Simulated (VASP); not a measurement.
## Pb: relaxation of cell and atoms with LDA

The system is Pb.

```
Pb
1.0
     3.48000    0.00000    0.00000
    -1.74000    3.01377    0.00000
     0.00000    0.00000    5.59000
Pb
2
Direct
  0.66667 0.33333 0.75000
  0.33333 0.66667 0.25000
```

```yaml
Program: VASP 6.6.1
Task: relaxation of cell and atoms
Functional: LDA
Potentials_or_basis: VASP PAW LDA potentials, release 64 (Pb_d)
Cutoff: 600 eV
k_mesh: 9 × 9 × 5
Occupations: fermi-dirac, width 0.05 eV
Spin: no spin polarisation
Dipole_correction: no
Further_INCAR_settings: ALGO = Normal; EDIFF = 1e-06; IBRION = 2; EDIFFG = -0.01; NSW = 60; ISIF = 3
```

* Relaxed volume: 28.95 Å³/atom
* Relaxed cell: a = 3.398 Å, b = 3.398 Å, c = 5.791 Å, α = 90.00°, β = 90.00°, γ = 120.00°
* Space group after relaxing (to 0.05 Å): P6_3/mmc (No. 194)
* Energy gained by relaxing: 15.1 meV/atom
* Ionic steps: 6
* Pressure after relaxing: 0.0 GPa
* Band gap on the k mesh: zero (band 14 reaches 13.82 eV, above the bottom of band 15 at 5.51 eV)

Step by step:
| step | energy change (eV) | largest force (eV/Å) | pressure (GPa) | volume (Å³) |
| --- | --- | --- | --- | --- |
| 1 | 0.0000 | 0.0000 | -0.45 | 58.63 |
| 2 | -0.0242 | 0.0000 | -0.04 | 57.91 |
| 3 | -0.0290 | 0.0000 | 0.35 | 57.50 |
| 4 | -0.0293 | 0.0000 | 0.49 | 57.37 |
| 5 | -0.0300 | 0.0000 | -0.25 | 58.15 |
| 6 | -0.0302 | 0.0000 | -0.02 | 57.90 |

Final structure:
```
Pb
1.0
     3.39761    0.00000    0.00000
    -1.69880    2.94241    0.00000
     0.00000    0.00000    5.79148
Pb
2
Direct
  0.66667 0.33333 0.75000
  0.33333 0.66667 0.25000
```

Levels at points of the mesh, in eV from the Fermi level:
```
           k point  band 11  band 12  band 13  band 14  band 15  band 16  band 17  band 18
(0.00, 0.00, 0.00)   -11.98    -8.47    -4.39     6.41     6.41     7.10     8.14     8.14
```

Wall time 110 s on 1 thread of Intel(R) Xeon(R) Platinum 8259CL CPU @ 2.50GHz (Skylake/Cascade Lake), on a shared host, peak memory 0.19 GiB.

Caveat: spin-orbit coupling is left out, which moves the levels of the heavy elements. LDA usually gives volumes a few per cent too small.
